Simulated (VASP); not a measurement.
Wanted: the native input for a VASP 6.6.1 run.

```yaml
Task: single point
Functional: PBEsol
Potentials_or_basis: VASP PAW PBE potentials, release 64 (Al, N)
Cutoff: 520 eV
k_mesh: 9 × 3 × 1
Occupations: gaussian, width 0.1 eV
Spin: no spin polarisation
Dipole_correction: yes
Further_INCAR_settings: ALGO = Normal; EDIFF = 1e-06; NBANDS = 27
```

The structure of Al9N lies in POSCAR:

```
Al9N
1.0
    2.8360890836      0.0000000000      0.0000000000
   -1.4180445418      9.6401013232      0.0000000000
    0.0000000000      0.0000000000     20.2523775136
Al N
9 1
Direct
    0.5324569575      0.0649139150      0.1975076752
    0.6709806898      0.3419613796      0.2463716781
    0.2986854362      0.5973708725      0.2561444786
    0.9263901827      0.8527803654      0.2659172793
    0.0640247854      0.1277465523      0.3150759955
    0.2000840310      0.4041004175      0.3702277332
    0.8287416372      0.6594765630      0.3778305230
    0.4529560437      0.9112537656      0.3867831574
    0.5925587481      0.1816395522      0.4321654338
    0.8425587481      0.1816395522      0.5112415029
```

These files were run (other wordings do the same):

INCAR

```
SYSTEM = Al9N
ALGO = Normal ; DIPOL = 0.5 0.5 0.336
EDIFF = 1E-6 ; ENCUT = 520
GGA = PS ; IDIPOL = 3
ISIF = 2 ; ISMEAR = 0
LASPH = .TRUE. ; LCHARG = .FALSE.
LDIPOL = .TRUE. ; LREAL = .FALSE.
LWAVE = .FALSE. ; NBANDS = 27
NELM = 80 ; PREC = Accurate
SIGMA = 0.1
```

KPOINTS

```
k-points
0
G
  9 3 1
  0 0 0
```

Potentials or basis: VASP PAW PBE potentials, release 64 (Al, N).

Run with:

```bash
$ cat potpaw_PBE.64/Al/POTCAR potpaw_PBE.64/N/POTCAR > POTCAR
$ mpirun -np 1 vasp_std > vasp.out
```

It gave:

```yaml
Largest_force: 1.536 eV/Å
Band_gap_on_the_k_mesh: zero (bands 16 and 17 overlap by 0.38 eV)
```

Caveat: the PAW data sets were made with another functional, which shifts forces and pressure a little.

It took 4 min on 1 thread of Intel(R) Xeon(R) 6975P-C (Granite Rapids) (shared host), peak memory 0.66 GiB.
